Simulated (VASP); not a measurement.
A run of VASP 6.6.1:

The input POSCAR:

```
SnTe
1.0
    3.8698948731      0.0000000000      0.0000000000
    0.0000000000      3.8698948731      0.0000000000
    0.0000000000      0.0000000000      3.8698948731
Te Sn
1 1
Direct
    0.5000000000      0.5000000000      0.5000000000
    0.0000000000      0.0000000000      0.0000000000
```

INCAR.step1

```
PREC = Accurate
ENCUT = 520
EDIFF = 1E-5
ISMEAR = -1
SIGMA = 0.05
LREAL = F
LASPH = T
NELM = 60
ALGO = Normal
ISIF = 2
LWAVE = T
LCHARG = F
GGA = PE
NBANDS = 17
```

The input INCAR.step2:

```
PREC = Accurate
ENCUT = 520
EDIFF = 1E-6
ISMEAR = -1
SIGMA = 0.05
LREAL = F
LASPH = T
NELM = 60
ALGO = Normal
ISIF = 2
LWAVE = F
LCHARG = F
GGA = PE
LHFCALC = T
AEXX = 0.25
HFSCREEN = 0.3
PRECFOCK = Normal
ISTART = 1
NBANDS = 17
```

The input KPOINTS:

```
Automatic mesh
0
Gamma
  4 4 4
```

Potentials or basis: VASP PAW PBE potentials, release 64 (Te, Sn_d).

Launch:

```bash
$ cat potpaw_PBE.64/Te/POTCAR potpaw_PBE.64/Sn_d/POTCAR > POTCAR
$ cp INCAR.step1 INCAR
$ mpirun -np 1 vasp_std > vasp.out
$ cp INCAR.step2 INCAR
$ mpirun -np 1 vasp_std > vasp.out
```

Hardware: 1 thread of Intel(R) Xeon(R) Platinum 8375C CPU @ 2.90GHz (Ice Lake), with other jobs on the host.

Question: How long does it take, and how much memory?

Answer: It took 15 min on 1 thread of Intel(R) Xeon(R) Platinum 8375C CPU @ 2.90GHz (Ice Lake) (shared host), peak memory 0.28 GiB. Counts: k points 10.
